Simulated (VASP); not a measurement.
GaAs: single point with PBE

The system is GaAs.

```xyz
2
Lattice="0.0000 2.6855 2.7562 2.6855 0.0000 2.7562 2.6855 2.6855 0.0000" Properties=species:S:1:pos:R:3 pbc="T T T"
Ga    0.0000    0.0000    0.0000
As    4.0283    4.0283    4.1343
```

This cell differs from its parent crystal: strain -0.050 along x and y, -0.025 along z.

```
Program             : VASP 6.6.1
Task                : single point
Functional          : PBE
Potentials or basis : VASP PAW PBE potentials, release 64 (Ga_d, As)
Cutoff              : 520 eV
k mesh              : 10 × 10 × 10
Occupations         : gaussian, width 0.05 eV
Spin                : no spin polarisation
```

| Item | Value |
| --- | --- |
| Pressure | 16.4 GPa |
| Band gap on the k mesh | 1.07 eV, indirect (least direct gap 1.46 eV) |

Stress tensor (GPa, compression positive):
```
16.95  0.00  0.00
 0.00 16.95  0.00
 0.00  0.00 15.37
```

Levels at points of the mesh, in eV from the valence-band top:
| k point | band 6 | band 7 | band 8 | band 9 | band 10 | band 11 | band 12 | band 13 |
| --- | --- | --- | --- | --- | --- | --- | --- | --- |
| (0.00, 0.00, 0.00) | -13.78 | -0.17 | 0.00 | 0.00 | 1.46 | 3.67 | 3.67 | 3.73 |
| (0.50, 0.00, 0.00) | -11.58 | -7.47 | -1.53 | -1.28 | 1.30 | 4.50 | 4.70 | 7.77 |
| (0.50, 0.50, 0.00) | -10.76 | -7.65 | -3.09 | -3.09 | 1.26 | 1.66 | 11.16 | 11.16 |
| (0.50, 0.00, 0.50) | -10.63 | -7.46 | -3.30 | -3.28 | 1.07 | 1.40 | 11.02 | 11.19 |

Wall time 90 s on 1 thread of AMD EPYC 7R43 64-Core Processor (Zen 3), on a shared host, peak memory 0.17 GiB.

Caveat: the cell differs from its parent crystal (strain -0.050 along x and y, -0.025 along z). A k mesh can miss the band edges.
